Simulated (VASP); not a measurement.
# In (P6_3/mmc) in VASP: settings compared

Aim: see how the results for In move with the level of theory and the settings. Levels: SCAN, PBEsol+D3(BJ), LDA. Tasks: single point.

All numbers are computed with VASP 6.6.1; they aren't measurements. Logs are shortened: lines on timing, memory, paths and dates and some standing lists are left out, and cuts for length are marked.

## 1. The cell of the first run

Symmetry: P6_3/mmc, No. 194, hexagonal system. The conventional cell has a = 3.335 Å, b = 3.335 Å, c = 5.509 Å, α = 90.00°, β = 90.00°, γ = 120.00°. Within 4.4 Å of In (site symmetry -6m2) lie 12 In at 3.34 to 3.36 Å.

This isn't the form of In at room conditions, which is tetragonal.

## 2. Single point, SCAN

Contents of INCAR:

```
METAGGA = SCAN ; ISMEAR = 1
SIGMA = 0.1 ; LWAVE = False
LCHARG = False ; ISIF = 2
PREC = Accurate ; LASPH = True
LREAL = False ; ALGO = Normal
EDIFF = 1E-6 ; NELM = 120
GGA_COMPAT = False ; ENCUT = 440
LMIXTAU = True
```

Contents of KPOINTS:

```
k-points
0
Gamma
  11 11 6
```

Contents of POSCAR:

```
In
1.0
    3.3354847820      0.0000000000      0.0000000000
   -1.6677423910      2.8886145552      0.0000000000
    0.0000000000      0.0000000000      5.5091429200
In
2
Direct
    0.6666666667      0.3333333333      0.7500000000
    0.3333333333      0.6666666667      0.2500000000
```

Potentials or basis: VASP PAW PBE potentials, release 64 (In_d).

On the command line:

```sh
cat potpaw_PBE.64/In_d/POTCAR > POTCAR
mpirun -np 1 vasp_std > vasp.out
```

OUTCAR:

```text
METAGGA = SCAN
   ISMEAR = 1
   ISIF = 2
   PREC = Accurate
   LASPH = True
   LREAL = False
   EDIFF = 1E-6
   NELM = 120
   ENCUT = 440

 Found     64 irreducible k-points:

 Following reciprocal coordinates:
            Coordinates               Weight
  0.000000  0.000000  0.000000      1.000000
  0.090909  0.000000  0.000000      6.000000
  0.181818  0.000000  0.000000      6.000000
  0.272727  0.000000  0.000000      6.000000
  0.363636  0.000000  0.000000      6.000000
  0.454545 -0.000000  0.000000      6.000000
   k-points           NKPTS =     64   k-points in BZ     NKDIM =     64   number of bands    NBANDS=     17
   number of dos      NEDOS =    301   number of ions     NIONS =      2
   total plane-waves  NPLWV =  23040
   dimension x,y,z NGX =    24 NGY =   24 NGZ =   40
   dimension x,y,z NGXF=    48 NGYF=   48 NGZF=   80
   ions per type =               2
   NGX,Y,Z   is equivalent  to a cutoff of  11.96, 11.96, 12.07 a.u.
   NGXF,Y,Z  is equivalent  to a cutoff of  23.92, 23.92, 24.14 a.u.
 SYSTEM =  unknown system
   PREC   = accura    normal or accurate (medium, high low for compatibility)
   ISTART =      0    job   : 0-new  1-cont  2-samecut
   ICHARG =      2    charge: 1-file 2-atom 10-const
   ISPIN  =      1    spin polarized calculation?
   LNONCOLLINEAR =      F non collinear calculations
   LSORBIT =      F    spin-orbit coupling
   LASPH  =      T    aspherical Exc in radial PAW
   ENCUT  =  440.0 eV  32.34 Ry    5.69 a.u.   5.70  5.70  9.42*2*pi/ulx,y,z
   NELM   =    120;   NELMIN=  2; NELMDL= -5     # of ELM steps
   EDIFF  = 0.1E-05   stopping-criterion for ELM
   LREAL  =      F    real-space projection
   EDIFFG = 0.1E-04   stopping-criterion for IOM
   NSW    =      0    number of steps for IOM
   IBRION =     -1    ionic relax: 0-MD 1-quasi-New 2-CG
   NFREE  =      0    steps in history (QN), initial steepest desc. (CG)
   ISIF   =      2    stress and relaxation
   ISYM   =      2    0-nonsym 1-usesym 2-fastsym
   POTIM  = 0.5000    time-step for ionic-motion
   TEBEG  =    0.0;   TEEND  =   0.0 temperature during run

   SCALEE = 1.0000    scale energy and forces
   PSTRESS=    0.0 pullay stress
   NELECT =      26.0000    total number of electrons
   NUPDOWN=      -1.0000    fix difference up-down
   EMIN   =  10.00;   EMAX   =-10.00  energy-range for DOS
   EFERMI =   0.00;   METHOD = LEGACY
   ISMEAR =     1;   SIGMA  =   0.10  broadening in eV -4-tet -1-fermi 0-gaus
   EFERMI_NEDOS =   21; number of points for ismear=-14 and -15
   IALGO  =     38    algorithm
   IMIX   =      4    mixing-type and parameters
     AMIX     =   0.40;   BMIX     =  1.00
     AMIX_MAG =   1.60;   BMIX_MAG =  1.00
  volume/ion in A,a.u.               =      26.54       179.10
  Fermi-wavevector in a.u.,A,eV,Ry     =   1.290491  2.438675 22.658704  1.665368
  Thomas-Fermi vector in A             =   2.422320
   LORBIT       =      0    0 simple, 1 ext, 2 COOP (PROOUT), +10 PAW based schemes
   METAGGA = SCAN    functional components
   LHFCALC =     F    Hartree Fock is set to
   AEXX    =    0.0000 exact exchange contribution
   IVDW    =     0    specifies the selected vdW correction
   LEPSILON=     F    determine dielectric tensor
   LRPA    =     F    only Hartree local field effects (RPA)

   CSHIFT  =0.1000    complex shift for real part using Kramers Kronig

   OMEGAMAX=  -1.0    maximum frequency
 non-spin polarized calculation
 Methfessel and Paxton  Order N= 1 SIGMA  =   0.10
  energy-cutoff  :      440.00
  volume of cell :       53.08
 maximum number of plane-waves:      1130
 NGX is ok and might be reduce to    24
   NGX = 11   NGY = 11   NGZ = 19

 number of electron      25.9999972 magnetization

 Free energy of the ion-electron system (eV)
  ---------------------------------------------------
  ext. energy  EPLUGINS =         0.00000000
  ---------------------------------------------------
  free energy    TOTEN  =       -66.58307325 eV

  energy without entropy =      -66.58231311  energy(sigma->0) =      -66.58281987

 E-fermi :   7.2069     XC(G=0): -11.1175

 val. band max:        7.1970869765   @ k =   0.3636   0.0000   0.5000
 cond. band min:       7.2370381587   @ k =   0.3636   0.0909   0.3333
 fundamental gap:      0.0399511822
 Fermi energy:         7.2068774483

 k-point     1 :       0.0000    0.0000    0.0000
  band No.  band energies     occupation
      1      -7.9512      2.00000
      2      -7.8853      2.00000
      3      -7.8513      2.00000
      4      -7.8513      2.00000
      5      -7.8227      2.00000
      6      -7.8227      2.00000
[... 9 lines left out ...]
     16      17.9111      0.00000
     17      17.9119      0.00000

 k-point     2 :       0.0909    0.0000    0.0000
  band No.  band energies     occupation
      1      -7.9406      2.00000
      2      -7.8903      2.00000
      3      -7.8377      2.00000
      4      -7.8264      2.00000
      5      -7.8203      2.00000
      6      -7.7990      2.00000
[... 9 lines left out ...]
     16      16.9681      0.00000
     17      17.9853      0.00000

 k-point     3 :       0.1818    0.0000    0.0000
  band No.  band energies     occupation
      1      -7.9600      2.00000
      2      -7.8673      2.00000
      3      -7.8373      2.00000
      4      -7.8068      2.00000
      5      -7.7870      2.00000
      6      -7.7688      2.00000
[... 9 lines left out ...]
     16      15.3867      0.00000
     17      16.8622      0.00000

 k-point     4 :       0.2727    0.0000    0.0000
  band No.  band energies     occupation
      1      -8.0087      2.00000
      2      -7.8752      2.00000
      3      -7.8666      2.00000
      4      -7.8164      2.00000
      5      -7.7954      2.00000
      6      -7.6871      2.00000
[... 9 lines left out ...]
     16      12.9805      0.00000
     17      14.6430      0.00000

 k-point     5 :       0.3636    0.0000    0.0000
  band No.  band energies     occupation
      1      -8.0541      2.00000
      2      -7.9267      2.00000
      3      -7.9009      2.00000
      4      -7.8416      2.00000
      5      -7.7446      2.00000
      6      -7.7204      2.00000
[... 9 lines left out ...]
     16      11.9355      0.00000
     17      12.4693      0.00000

 k-point     6 :       0.4545   -0.0000    0.0000
  band No.  band energies     occupation
      1      -8.0807      2.00000
      2      -7.9638      2.00000
      3      -7.9178      2.00000
      4      -7.8559      2.00000
      5      -7.7413      2.00000
      6      -7.7152      2.00000
[... 9 lines left out ...]
     16      10.7115      0.00000
     17      11.5291      0.00000

 [... further k-points ...]

------------------------ aborting loop because EDIFF is reached ----------------------------------------

  FORCE on cell =-STRESS in cart. coord.  units (eV):
  Direction    XX          YY          ZZ          XY          YZ          ZX
  --------------------------------------------------------------------------------------
  -------------------------------------------------------------------------------------
  Total       -0.0852393     -0.0852393     -0.2500598      0.0000000     -0.0000000      0.0000000
  in kB       -2.5728712     -2.5728712     -7.5478247      0.0000000     -0.0000000      0.0000000
  external PRESSURE =      -4.2311891 kB  Pullay stress =       0.0000000 kB

 VOLUME and BASIS-vectors are now :
 -----------------------------------------------------------------------------
  energy-cutoff  :      440.00
  volume of cell :       53.08
      direct lattice vectors                 reciprocal lattice vectors
     3.335484782  0.000000000  0.000000000     0.299806495  0.173093360  0.000000000
    -1.667742391  2.888614555  0.000000000     0.000000000  0.346186721  0.000000000
     0.000000000  0.000000000  5.509142920     0.000000000  0.000000000  0.181516438

 POSITION                                       TOTAL-FORCE (eV/Angst)
 -----------------------------------------------------------------------------------
      1.66774      0.96287      4.13186         0.000000      0.000000      0.000000
     -0.00000      1.92574      1.37729        -0.000000     -0.000000      0.000000
 -----------------------------------------------------------------------------------
    total drift:                                0.000000     -0.000000      0.000000

  FREE ENERGIE OF THE ION-ELECTRON SYSTEM (eV)
  ---------------------------------------------------
  free  energy   TOTEN  =       -66.5830732484 eV

  energy  without entropy=      -66.5823131073  energy(sigma->0) =      -66.58281987
```

Wall time 3.8 min (1 thread of AMD EPYC 9R45 (Zen 5), shared host); peak memory 0.16 GiB.

Results:

* Free energy: -66.5831 eV
* Pressure: -0.4 GPa
* Band gap on the k mesh: zero (bands 13 and 14 overlap by 6.23 eV)

Levels at points of the mesh, in eV from the Fermi level:
| k point | band 9 | band 10 | band 11 | band 12 | band 13 | band 14 | band 15 | band 16 | band 17 |
| --- | --- | --- | --- | --- | --- | --- | --- | --- | --- |
| (0.00, 0.00, 0.00) | -14.77 | -14.77 | -10.00 | -4.69 | -3.56 | 8.76 | 8.76 | 10.70 | 10.71 |
| (0.00, 0.00, 0.50) | -14.84 | -14.84 | -8.57 | -8.57 | 3.06 | 3.06 | 9.83 | 9.83 | 9.83 |

Caveat: the PAW data sets were made with another functional, which shifts forces and pressure a little; spin-orbit coupling is left out, which moves the levels of the heavy elements.

## 3. Single point, PBEsol+D3(BJ)

This run uses another cell than the first one, of 24.32 Å³/atom.

Contents of INCAR:

```
SYSTEM = In
ALGO     = Normal         ! electronic algorithm
EDIFF    = 1E-6           ! SCF threshold, eV
ENCUT    = 520            ! plane-wave cutoff, eV
GGA      = PS             ! functional
ISIF     = 2              ! what is computed and relaxed
ISMEAR   = -1             ! smearing method
IVDW     = 12             ! dispersion correction
LASPH    = .True.         ! aspherical terms in the spheres
LCHARG   = .False.        ! write CHGCAR
LREAL    = .False.        ! projectors in reciprocal space
LWAVE    = .False.        ! write WAVECAR
NBANDS   = 20             ! bands
NELM     = 100            ! most SCF steps
PREC     = Accurate       ! precision mode
SIGMA    = 0.05           ! smearing width, eV
```

Contents of KPOINTS:

```
k-points
0
Gamma
  9 9 5
  0 0 0
```

Contents of POSCAR:

```
In
1.0
    3.2554354598      0.0000000000      0.0000000000
   -1.6277177299      2.8192898085      0.0000000000
    0.0000000000      0.0000000000      5.2993730458
In
2
Direct
    0.6666666667      0.3333333333      0.7500000000
    0.3333333333      0.6666666667      0.2500000000
```

Potentials or basis: VASP PAW PBE potentials, release 64 (In_d).

On the command line:

```sh
cat potpaw_PBE.64/In_d/POTCAR > POTCAR
mpirun -np 1 vasp_std > vasp.out
```

It took 24 s on 1 thread of AMD EPYC 7R43 (Zen 3), shared host; peak memory 0.14 GiB.

It converged, with:

```
Free energy                : -6.6906 eV
Pressure                   : -0.1 GPa
Band gap on the k mesh     : zero (bands 13 and 14 overlap by 4.52 eV)
Dispersion energy per atom : -0.387 eV
```

Levels at points of the mesh, in eV from the Fermi level:
| k point | band 10 | band 11 | band 12 | band 13 | band 14 | band 15 | band 16 | band 17 |
| --- | --- | --- | --- | --- | --- | --- | --- | --- |
| (0.00, 0.00, 0.00) | -14.28 | -10.12 | -4.37 | -3.74 | 8.76 | 8.76 | 10.72 | 10.72 |

Caveat: the PAW data sets were made with another functional, which shifts forces and pressure a little; spin-orbit coupling is left out, which moves the levels of the heavy elements.

(Part 1 of 2 ends here.)
